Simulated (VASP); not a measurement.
A run of VASP 6.6.1 is set up as follows.

INCAR

```
SYSTEM = HC12
PREC     = Accurate       ! precision mode
ENCUT    = 520            ! plane-wave cutoff, eV
EDIFF    = 1E-6           ! SCF threshold, eV
ISMEAR   = 0              ! smearing method
SIGMA    = 0.05           ! smearing width, eV
LREAL    = .False.        ! projectors in reciprocal space
LASPH    = .True.         ! aspherical terms in the spheres
NELM     = 80             ! most SCF steps
ALGO     = Normal         ! electronic algorithm
ISIF     = 2              ! what is computed and relaxed
LWAVE    = .False.        ! write WAVECAR
LCHARG   = .False.        ! write CHGCAR
NELECT   = 48.0         
NBANDS   = 36             ! bands
```

File KPOINTS:

```
Automatic mesh
0
Gamma
  6 6 6
  0 0 0
```

Contents of POSCAR:

```
HC12
1.0
    1.7657489870     -3.5314979740     -1.7657489870
    3.5314979740     -1.7657489870      1.7657489870
   -1.7657489870     -3.5314979740      1.7657489870
C H
12 1
Direct
    0.2500000000      1.0000000000      0.2500000000
    0.0833333333      0.3333333333      0.7500000000
    0.9166666667      0.6666666667      0.2500000000
    0.7500000000      1.0000000000      0.7500000000
    0.5833333333      0.3333333333      0.2500000000
    0.4166666667      0.6666666667      0.7500000000
    0.9583333333      0.3333333333      0.1250000000
    0.7916666667      0.6666666667      0.6250000000
    0.6250000000      1.0000000000      0.1250000000
    0.4583333333      0.3333333333      0.6250000000
    0.2916666667      0.6666666667      0.1250000000
    0.1250000000      1.0000000000      0.6250000000
    1.1250000000      0.5000000000      0.1250000000
```

Potentials or basis: VASP PAW LDA potentials, release 64 (C, H).

The run is started by

```sh
$ cat potpaw_LDA.64/C/POTCAR potpaw_LDA.64/H/POTCAR > POTCAR
$ mpirun -np 1 vasp_std > vasp.out
```

Question: What does it give for the largest force?

Answer: 17.836 eV/Å.

Forces on the atoms (eV/Å):
```
C    -0.707  -0.391   0.467
C     0.305   0.405  -0.334
C    -0.168  -0.123  17.835
C     0.323   0.236  -0.282
C    -0.324  -0.719   0.469
C     0.536   0.516  -0.368
C    -2.826   3.297  -1.300
C    -0.534  -0.596  -0.013
C     0.386   0.490  -0.967
C    -0.089  -0.125  -0.026
C     3.306  -2.916  -1.323
C    -0.256  -0.150   0.291
H     0.048   0.077 -14.448
```

Caveat: the cell carries a net charge on a neutralising background, which shifts energy and pressure.
